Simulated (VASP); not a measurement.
# Co (Pm-3m) in VASP: further runs

Co is run at these levels: BLYP; tasks: single point.

Everything below comes from runs of VASP 6.6.1. Logs are shortened: lines on timing, memory, paths and dates and some standing lists are left out, and cuts for length are marked.

## (1) The cell of the first run

The structure is cubic, space group Pm-3m (No. 221). Conventional cell: a = 2.409 Å, b = 2.409 Å, c = 2.409 Å, α = 90.00°, β = 90.00°, γ = 90.00°. Co (site symmetry m-3m) has 6 Co at 2.41 Å within 3.2 Å.

## (2) Single point, BLYP, collinear spin, ferromagnetic start (volume scaled by 1.04)

File INCAR:

```
  PREC = Accurate
  ENCUT = 520
  EDIFF = 1E-7
  ISMEAR = -1
  SIGMA = 0.05
  LREAL = F
  LASPH = T
  NELM = 150
  ALGO = Normal
  ISIF = 2
  LWAVE = F
  LCHARG = F
  ISPIN = 2
  MAGMOM = 1.89
  LORBIT = 11
  LMAXMIX = 4
  GGA = B5
  ALDAX = 1.0
  AGGAX = 1.0
  AGGAC = 1.0
  ALDAC = 0.0
  NBANDS = 14
```

File KPOINTS:

```
Automatic mesh
0
Gamma
  15 15 15
```

File POSCAR:

```
Co
1.0
    2.4085769930      0.0000000000      0.0000000000
    0.0000000000      2.4085769930      0.0000000000
    0.0000000000      0.0000000000      2.4085769930
Co
1
Direct
    0.0000000000      0.0000000000      0.0000000000
```

Potentials or basis: VASP PAW PBE potentials, release 64 (Co).

On the command line:

```console
$ cat potpaw_PBE.64/Co/POTCAR > POTCAR
$ mpirun -np 1 vasp_std > vasp.out
```

OUTCAR:

```text
PREC = Accurate
   ENCUT = 520
   EDIFF = 1E-7
   ISMEAR = -1
   LREAL = F
   LASPH = T
   NELM = 150
   ISIF = 2
   ISPIN = 2
   LORBIT = 11
   GGA = B5

 ion  position               nearest neighbor table
   1  0.000  0.000  0.000-

  LATTYP: Found a simple cubic cell.
 ALAT       =     2.4085769930

  Lattice vectors:

 A1 = (   2.4085769930,   0.0000000000,   0.0000000000)
 A2 = (   0.0000000000,   2.4085769930,   0.0000000000)
 A3 = (   0.0000000000,   0.0000000000,   2.4085769930)

Analysis of symmetry for initial positions (statically):
=====================================================================
 Subroutine PRICEL returns:
 Original cell was already a primitive cell.

 Routine SETGRP: Setting up the symmetry group for a
 simple cubic supercell.

 Subroutine GETGRP returns: Found 48 space group operations
 (whereof 48 operations were pure point group operations)
 out of a pool of 48 trial point group operations.

The static configuration has the point symmetry O_h .

Analysis of symmetry for dynamics (positions and initial velocities):
=====================================================================
 Subroutine PRICEL returns:
 Original cell was already a primitive cell.

 Routine SETGRP: Setting up the symmetry group for a
 simple cubic supercell.

 Subroutine GETGRP returns: Found 48 space group operations
 (whereof 48 operations were pure point group operations)
 out of a pool of 48 trial point group operations.

The dynamic configuration has the point symmetry O_h .

Analysis of structural, dynamic, and magnetic symmetry:
=====================================================================
 Subroutine PRICEL returns:
 Original cell was already a primitive cell.

 Routine SETGRP: Setting up the symmetry group for a
 simple cubic supercell.

 Subroutine GETGRP returns: Found 48 space group operations
 (whereof 48 operations were pure point group operations)
 out of a pool of 48 trial point group operations.

The overall configuration has the point symmetry O_h .

 Subroutine INISYM returns: Found 48 space group operations
 (whereof 48 operations are pure point group operations),
 and found     1 'primitive' translations

----------------------------------------------------------------------------------------

                                     Primitive cell

  volume of cell :      13.9727

  direct lattice vectors                    reciprocal lattice vectors
     2.408576993  0.000000000  0.000000000     0.415182908  0.000000000  0.000000000
     0.000000000  2.408576993  0.000000000     0.000000000  0.415182908  0.000000000
     0.000000000  0.000000000  2.408576993     0.000000000  0.000000000  0.415182908

  length of vectors
     2.408576993  2.408576993  2.408576993     0.415182908  0.415182908  0.415182908

  position of ions in fractional coordinates (direct lattice)
     0.000000000  0.000000000  0.000000000

  ion indices of the primitive-cell ions
   primitive index   ion index
                 1           1

----------------------------------------------------------------------------------------

 KPOINTS: Automatic mesh

Automatic generation of k-mesh.
 Grid dimensions read from file:
 generate k-points for:   15   15   15

 Generating k-lattice:

  Cartesian coordinates                     Fractional coordinates (reciprocal lattice)
     0.027678861  0.000000000  0.000000000     0.066666667  0.000000000  0.000000000
     0.000000000  0.027678861  0.000000000     0.000000000  0.066666667  0.000000000
     0.000000000  0.000000000  0.027678861     0.000000000  0.000000000  0.066666667

  Length of vectors
     0.027678861  0.027678861  0.027678861

  Shift w.r.t. Gamma in fractional coordinates (k-lattice)
     0.000000000  0.000000000  0.000000000

 Subroutine IBZKPT returns following result:
 ===========================================

 Found    120 irreducible k-points:

 Following reciprocal coordinates:
            Coordinates               Weight
  0.000000  0.000000  0.000000      1.000000
  0.066667  0.000000  0.000000      6.000000
  0.133333  0.000000  0.000000      6.000000
  0.200000  0.000000  0.000000      6.000000
  0.266667  0.000000  0.000000      6.000000
  0.333333  0.000000  0.000000      6.000000
[... 16 lines left out ...]
  0.266667  0.200000  0.000000     24.000000
  0.333333  0.200000  0.000000     24.000000
 [... further k-points ...]
   k-points           NKPTS =    120   k-points in BZ     NKDIM =    120   number of bands    NBANDS=     14
   number of dos      NEDOS =    301   number of ions     NIONS =      1
   total plane-waves  NPLWV =   5832
   dimension x,y,z NGX =    18 NGY =   18 NGZ =   18
   dimension x,y,z NGXF=    36 NGYF=   36 NGZF=   36
   ions per type =               1
   NGX,Y,Z   is equivalent  to a cutoff of  12.42, 12.42, 12.42 a.u.
   NGXF,Y,Z  is equivalent  to a cutoff of  24.85, 24.85, 24.85 a.u.
 SYSTEM =  unknown system
   PREC   = accura    normal or accurate (medium, high low for compatibility)
   ISTART =      0    job   : 0-new  1-cont  2-samecut
   ICHARG =      2    charge: 1-file 2-atom 10-const
   ISPIN  =      2    spin polarized calculation?
   LNONCOLLINEAR =      F non collinear calculations
   LSORBIT =      F    spin-orbit coupling
   LASPH  =      T    aspherical Exc in radial PAW
   ENCUT  =  520.0 eV  38.22 Ry    6.18 a.u.   4.48  4.48  4.48*2*pi/ulx,y,z
   NELM   =    150;   NELMIN=  2; NELMDL= -5     # of ELM steps
   EDIFF  = 0.1E-06   stopping-criterion for ELM
   LREAL  =      F    real-space projection
   EDIFFG = 0.1E-05   stopping-criterion for IOM
   NSW    =      0    number of steps for IOM
   IBRION =     -1    ionic relax: 0-MD 1-quasi-New 2-CG
   NFREE  =      0    steps in history (QN), initial steepest desc. (CG)
   ISIF   =      2    stress and relaxation
   ISYM   =      2    0-nonsym 1-usesym 2-fastsym
   POTIM  = 0.5000    time-step for ionic-motion
   TEBEG  =    0.0;   TEEND  =   0.0 temperature during run
   PSTRESS=    0.0 pullay stress
   NELECT =       9.0000    total number of electrons
   NUPDOWN=      -1.0000    fix difference up-down
   EMIN   =  10.00;   EMAX   =-10.00  energy-range for DOS
   EFERMI =   0.00;   METHOD = LEGACY
   ISMEAR =    -1;   SIGMA  =   0.05  broadening in eV -4-tet -1-fermi 0-gaus
   EFERMI_NEDOS =   21; number of points for ismear=-14 and -15
   IALGO  =     38    algorithm
   IMIX   =      4    mixing-type and parameters
     AMIX     =   0.40;   BMIX     =  1.00
     AMIX_MAG =   1.60;   BMIX_MAG =  1.00
  volume/ion in A,a.u.               =      13.97        94.29
  Fermi-wavevector in a.u.,A,eV,Ry     =   1.413823  2.671739 27.196635  1.998896
  Thomas-Fermi vector in A             =   2.535429
   LORBIT       =     11    0 simple, 1 ext, 2 COOP (PROOUT), +10 PAW based schemes
   GGA     = B5    functional components
   LHFCALC =     F    Hartree Fock is set to
   AEXX    =    0.0000 exact exchange contribution
   IVDW    =     0    specifies the selected vdW correction
   LEPSILON=     F    determine dielectric tensor
   LRPA    =     F    only Hartree local field effects (RPA)
 spin polarized calculation
  energy-cutoff  :      520.00
  volume of cell :       13.97
 maximum number of plane-waves:       389
 NGX is ok and might be reduce to    18
   NGX =  9   NGY =  9   NGZ =  9

 number of electron       8.9999994 magnetization       1.8649729

 Free energy of the ion-electron system (eV)
  ---------------------------------------------------
  ext. energy  EPLUGINS =         0.00000000
  ---------------------------------------------------
  free energy    TOTEN  =        -5.46115563 eV

  energy without entropy =       -5.44722558  energy(sigma->0) =       -5.45419061

 E-fermi :   7.7808     XC(G=0): -11.2915

 val. band max:        7.7806406886   @ k =   0.2667   0.2667   0.0000
 cond. band min:       7.7810740601   @ k =   0.3333   0.2000   0.0667
 fundamental gap:      0.0004333714
 Fermi energy:         7.7808324406

 spin component 1

 k-point     1 :       0.0000    0.0000    0.0000
  band No.  band energies     occupation
      1       0.1879      1.00000
      2       3.7886      1.00000
      3       3.7886      1.00000
      4       6.5638      1.00000
      5       6.5638      1.00000
      6       6.5638      1.00000
      7      25.6196      0.00000
      8      25.6196      0.00000
      9      25.6196      0.00000
     10      29.4825      0.00000
     11      29.4825      0.00000
     12      33.6155      0.00000
     13      43.5796      0.00000
     14      46.1183      0.00000
[... 375 lines left out ...]
 k-point    24 :       0.3333    0.2000    0.0000
  band No.  band energies     occupation
      1       3.3754      1.00000
      2       4.3610      1.00000
      3       5.0536      1.00000
      4       5.8854      1.00000
      5       6.3112      1.00000
      6       6.4402      1.00000
      7      15.0190      0.00000
      8      22.0939      0.00000
      9      30.0254      0.00000
     10      30.7045      0.00000
     11      32.0029      0.00000
     12      39.0468      0.00000
     13      39.7518      0.00000
     14      41.5237      0.00000

 [... further k-points ...]

 spin component 2

 k-point     1 :       0.0000    0.0000    0.0000
  band No.  band energies     occupation
      1       0.3317      1.00000
      2       5.0665      1.00000
      3       5.0665      1.00000
      4       8.8273      0.00000
      5       8.8273      0.00000
      6       8.8273      0.00000
      7      25.9723      0.00000
      8      25.9723      0.00000
      9      25.9723      0.00000
     10      29.7953      0.00000
     11      29.7953      0.00000
     12      33.6674      0.00000
     13      46.3042      0.00000
     14      47.4590      0.00000
[... 375 lines left out ...]
 k-point    24 :       0.3333    0.2000    0.0000
  band No.  band energies     occupation
      1       3.8676      1.00000
      2       5.6960      1.00000
      3       6.4220      1.00000
      4       7.9755      0.01997
      5       8.0353      0.00613
      6       8.5325      0.00000
      7      15.5975      0.00000
      8      22.5308      0.00000
      9      30.3670      0.00000
     10      31.1829      0.00000
     11      32.0546      0.00000
     12      39.2267      0.00000
     13      40.1617      0.00000
     14      41.7790      0.00000

 [... further k-points ...]
[... 5 lines left out ...]
  --------------------------------------------------------------------------------------
  -------------------------------------------------------------------------------------
  Total       -0.4458288     -0.4458288     -0.4458288     -0.0000000     -0.0000000      0.0000000
  in kB      -51.1207365    -51.1207365    -51.1207365     -0.0000000     -0.0000000      0.0000000
  external PRESSURE =     -51.1207365 kB  Pullay stress =       0.0000000 kB

 VOLUME and BASIS-vectors are now :
 -----------------------------------------------------------------------------
  energy-cutoff  :      520.00
  volume of cell :       13.97
      direct lattice vectors                 reciprocal lattice vectors
     2.408576993  0.000000000  0.000000000     0.415182908  0.000000000  0.000000000
     0.000000000  2.408576993  0.000000000     0.000000000  0.415182908  0.000000000
     0.000000000  0.000000000  2.408576993     0.000000000  0.000000000  0.415182908

 POSITION                                       TOTAL-FORCE (eV/Angst)
 -----------------------------------------------------------------------------------
      0.00000      0.00000      0.00000         0.000000      0.000000      0.000000
 -----------------------------------------------------------------------------------
    total drift:                                0.000000      0.000000      0.000000

  FREE ENERGIE OF THE ION-ELECTRON SYSTEM (eV)
  ---------------------------------------------------
  free  energy   TOTEN  =        -5.4611556346 eV

  energy  without entropy=       -5.4472255821  energy(sigma->0) =       -5.45419061

 total charge

# of ion       s       p       d       tot
------------------------------------------
    1        0.466   0.344   7.267   8.076

 magnetization (x)

# of ion       s       p       d       tot
------------------------------------------
    1        0.004  -0.010   1.881   1.875
```

Wall time 36 s (1 thread of Intel Xeon Platinum 8559C (Emerald Rapids), shared host); peak memory 0.14 GiB.

What came out:

```
Free energy                                           : -5.4612 eV
Pressure                                              : -5.1 GPa
Net moment                                            : 1.86 μB per cell
Site moments                                          : Co +1.88 μB
Valence electrons inside the program's atomic spheres : Co 8.08
```

Caveat: the PAW data sets were made with another functional, which shifts forces and pressure a little.

## (3) Single point, BLYP, collinear spin, ferromagnetic start (volume scaled by 1.08)

File INCAR:

```
PREC = Accurate ; ENCUT = 520
EDIFF = 1E-6 ; ISMEAR = -1
SIGMA = 0.05 ; LREAL = F
LASPH = T ; NELM = 150
ALGO = Normal ; ISIF = 2
LWAVE = F ; LCHARG = F
ISPIN = 2 ; MAGMOM = 1.89
LORBIT = 11 ; LMAXMIX = 4
GGA = B5 ; ALDAX = 1.0
AGGAX = 1.0 ; AGGAC = 1.0
ALDAC = 0.0 ; NBANDS = 14
```

File KPOINTS:

```
regular mesh
0
Gamma
  15 15 15
```

File POSCAR:

```
Co
1.0
    2.4390685463      0.0000000000      0.0000000000
    0.0000000000      2.4390685463      0.0000000000
    0.0000000000      0.0000000000      2.4390685463
Co
1
Direct
    0.0000000000      0.0000000000      0.0000000000
```

Potentials or basis: VASP PAW PBE potentials, release 64 (Co).

On the command line:

```console
$ cat potpaw_PBE.64/Co/POTCAR > POTCAR
$ mpirun -np 1 vasp_std > vasp.out
```

It took 29 s on 1 thread of Intel Xeon Platinum 8559C (Emerald Rapids), shared host; peak memory 0.14 GiB.

Results (log left out):

```yaml
Free_energy: -5.4378 eV
Pressure: -8.9 GPa
Net_moment: 1.88 μB per cell
Site_moments: Co +1.89 μB
Valence_electrons_inside_the_program's_atomic_spheres: Co 8.03
```

Levels at points of the mesh, in eV from the Fermi level:
Spin up:
```tsv
k point	band 4	band 5	band 6	band 7	band 8	band 9
(0.00, 0.00, 0.00)	-1.28	-1.28	-1.28	17.39	17.39	17.39
```
Spin down:
```csv
k point,band 1,band 2,band 3,band 4,band 5,band 6
"(0.00, 0.00, 0.00)",-7.26,-2.60,-2.60,1.00,1.00,1.00
```

Caveat: the PAW data sets were made with another functional, which shifts forces and pressure a little.

## (4) Single point, BLYP, collinear spin, ferromagnetic start (volume scaled by 1.12)

File INCAR:

```
SYSTEM = Co
  AGGAC = 1.0
  AGGAX = 1.0
  ALDAC = 0.0
  ALDAX = 1.0
  ALGO = Normal
  EDIFF = 1E-7
  ENCUT = 520
  GGA = B5
  ISIF = 2
  ISMEAR = -1
  ISPIN = 2
  LASPH = .TRUE.
  LCHARG = .TRUE.
  LELF = .TRUE.
  LMAXMIX = 4
  LORBIT = 11
  LREAL = .FALSE.
  LVHAR = .TRUE.
  LWAVE = .FALSE.
  MAGMOM = 1.89
  NBANDS = 14
  NELM = 150
  PREC = Accurate
  SIGMA = 0.05
```

File KPOINTS:

```
k-points
0
G
  15 15 15
  0 0 0
```

File POSCAR:

```
Co
1.0
    2.4688162165      0.0000000000      0.0000000000
    0.0000000000      2.4688162165      0.0000000000
    0.0000000000      0.0000000000      2.4688162165
Co
1
Direct
    0.0000000000      0.0000000000      0.0000000000
```

On the command line:

```console
$ cat potpaw_PBE.64/Co/POTCAR > POTCAR
$ mpirun -np 1 vasp_std > vasp.out
```

It took 30 s on 1 thread of Intel Xeon Platinum 8559C (Emerald Rapids), shared host; peak memory 0.15 GiB.

The run converged. Its results:

```
Free energy                                           : -5.4035 eV
Pressure                                              : -11.6 GPa
Net moment                                            : 1.89 μB per cell
Site moments                                          : Co +1.91 μB
Valence electrons inside the program's atomic spheres : Co 7.99
```

Levels at points of the mesh, in eV from the Fermi level:
Spin up:
| k point | band 3 | band 4 | band 5 | band 6 | band 7 | band 8 | band 9 | band 10 |
| --- | --- | --- | --- | --- | --- | --- | --- | --- |
| (0.00, 0.00, 0.00) | -3.77 | -1.34 | -1.34 | -1.34 | 16.97 | 16.97 | 16.97 | 20.69 |
Spin down:
| k point | band 1 | band 2 | band 3 | band 4 | band 5 | band 6 | band 7 |
| --- | --- | --- | --- | --- | --- | --- | --- |
| (0.00, 0.00, 0.00) | -7.08 | -2.49 | -2.49 | 0.95 | 0.95 | 0.95 | 17.32 |

Caveat: the PAW data sets were made with another functional, which shifts forces and pressure a little.

## (5) The runs side by side

```tsv
cell	gap on the mesh (eV)	pressure (GPa)	moment (μB)
a = 2.409 Å, 1 atom	none	-5.1	1.86
a = 2.439 Å, 1 atom	none	-8.9	1.88
a = 2.469 Å, 1 atom	none	-11.6	1.89
```

Alike in all rows: task single point; level BLYP; potentials or basis VASP PAW PBE potentials, release 64 (Co); spin collinear, ferromagnetic start; k mesh 15 × 15 × 15; cutoff (eV) 520; smearing fermi-dirac 0.05 eV.

Caveats: the PAW data sets were made with another functional, which shifts forces and pressure a little.

Absolute energies hang on the potentials; compare differences alone.
